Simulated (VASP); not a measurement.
SnGe2:

```
Sn Ge
1.0
     0.00000    2.26284    6.78853
     2.16908    0.00000    6.78853
     2.16908    2.26284    0.00000
Sn Ge
1 2
Direct
  0.00000 0.00000 0.00000
  0.66667 0.66667 0.33333
  0.33333 0.33333 0.66667
```

- Program: VASP 6.6.1
- Task: relaxation of cell and atoms
- Functional: PBE
- Potentials or basis: VASP PAW PBE potentials, release 64 (Sn_d, Ge_d)
- Cutoff: 600 eV
- k mesh: 6 × 6 × 6
- Occupations: gaussian, width 0.1 eV
- Spin: no spin polarisation

At the start: pressure 1.0 GPa; volume 22.21 Å³/atom.

Task: Where does the relaxation end?

Result: Over 14 steps the energy falls by 95.1 meV/atom and the volume is 22.26 Å³/atom (+0.2 %); space group Fmmm (No. 69, to 0.1 Å) before and after.

The path:
```
step  energy change (eV)  largest force (eV/Å)  pressure (GPa)  volume (Å³)
   1              0.0000                0.5980            1.00        66.64
   2             -0.0445                0.5046           -0.27        67.98
   3             -0.0854                0.3447           -2.40        70.50
   4             -0.1170                0.2923           -2.00        69.79
   5             -0.2085                0.2008           -0.49        67.63
   6             -0.1996                0.5032            4.07        63.21
   7             -0.2594                0.0945            1.25        65.60
   8             -0.2600                0.1509            1.50        65.32
   9             -0.2630                0.3094            1.18        65.79
  10             -0.2683                0.2516            1.31        65.58
  11             -0.2794                0.1550            0.02        66.92
  12             -0.2801                0.1205           -0.46        67.44
  13             -0.2831                0.0894           -0.35        67.22
  14             -0.2854                0.0261           -0.06        66.79
```

Final structure:
```
CELL_PARAMETERS angstrom
0.00000 2.49289 6.05651
2.21177 0.00000 6.05651
2.21177 2.49289 0.00000
ATOMIC_POSITIONS crystal
Sn 0.00000 0.00000 0.00000
Ge 0.68204 0.68204 0.31796
Ge 0.31796 0.31796 0.68204
```

Caveat: the highest band is partly filled, so the run has too few bands.
